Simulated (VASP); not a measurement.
Runs of VASP 6.6.1 on MgZr2O2. The structure is that of space group P4/mmm (No. 123), or close to it. The cells are those of the table. 

```csv
task,spin,cell,cutoff (eV),gap on the mesh (eV),pressure (GPa)
single point,off,"a = 4.156, b = 4.156, c = 6.097 Å, 5 atoms",520,none,0.0
relaxation of cell and atoms,off,"relaxed from a = 3.922, b = 3.922, c = 5.062 Å, 5 atoms",600,none,0.0
single point,off,"a = 3.922, b = 3.922, c = 5.062 Å, 5 atoms",520,none,(a)
single point,"collinear, ferromagnetic start","a = 4.156, b = 4.156, c = 6.097 Å, 5 atoms",520,none,0.6
```

Alike in all rows: level PBE; potentials or basis VASP PAW PBE potentials, release 64 (Mg, Zr_sv, O); k mesh 4 × 4 × 4; smearing gaussian 0.1 eV.

Fill in the values left out.

(a) 33.4.

Caveats: all runs use coarse meshes.

A k mesh can miss the band edges, and the runs leave out spin-orbit coupling on Zr.

A gap of «none» marks levels without a gap at the run's occupations.
